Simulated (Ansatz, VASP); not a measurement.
SrCl2 in VASP and in Ansatz

Contents of INCAR:

```
ALGO = Normal
EDIFF = 1E-6
ENCUT = 520
GGA = PE
ISIF = 2
ISMEAR = 0
IVDW = 12
LASPH = True
LCHARG = False
LREAL = False
LWAVE = False
NBANDS = 19
NELM = 100
PREC = Accurate
SIGMA = 0.01
```

File KPOINTS:

```
k-points
0
Gamma
  4 4 4
```

POSCAR

```
SrCl2
1.0
    0.0000000000      3.4977180859      3.4977180859
    3.4977180859      0.0000000000      3.4977180859
    3.4977180859      3.4977180859      0.0000000000
Sr Cl
1 2
Direct
    0.0000000000      0.0000000000      0.0000000000
    0.2500000000      0.2500000000      0.2500000000
    0.7500000000      0.7500000000      0.7500000000
```

Input for Ansatz:

```yaml
crystal:
  lattice:
    - [0.0, 3.4977180859, 3.4977180859]
    - [3.4977180859, 0.0, 3.4977180859]
    - [3.4977180859, 3.4977180859, 0.0]
  atoms:
    - { symbol: Sr, position: [0.0, 0.0, 0.0] }
    - { symbol: Cl, position: [0.25, 0.25, 0.25] }
    - { symbol: Cl, position: [0.75, 0.75, 0.75] }
kpoints:
  mp_grid: { grid: [4, 4, 4] }
hamiltonian:
  xc: pbe
  dispersion: d3bj
scf:
  occupations: { method: fixed }
  n_extra_bands: 4
output:
  forces: true
  stress: true
  eigenvalues: true
```

Alike in both runs: task single point; functional PBE; dispersion D3(BJ); k mesh 4 × 4 × 4; no spin polarisation.

|  | VASP | Ansatz |
| --- | --- | --- |
| version | VASP 6.6.1 | Ansatz 0.2.0 |
| potentials or method | VASP PAW PBE potentials, release 64 (Sr_sv, Cl) | plane waves |
| plane-wave cutoff (eV) | 520 | 420 |
| occupations | gaussian, width 0.01 eV | fixed |
| valence electrons in the cell | 24 | 24 |

Ansatz gave:

* gap on the k mesh at the Fermi level (eV): 5.31
* pressure (GPa): -0.6

Task: What did VASP give for the same quantities?

Result: gap on the k mesh at the Fermi level (eV): 5.31; pressure (GPa): -0.5.
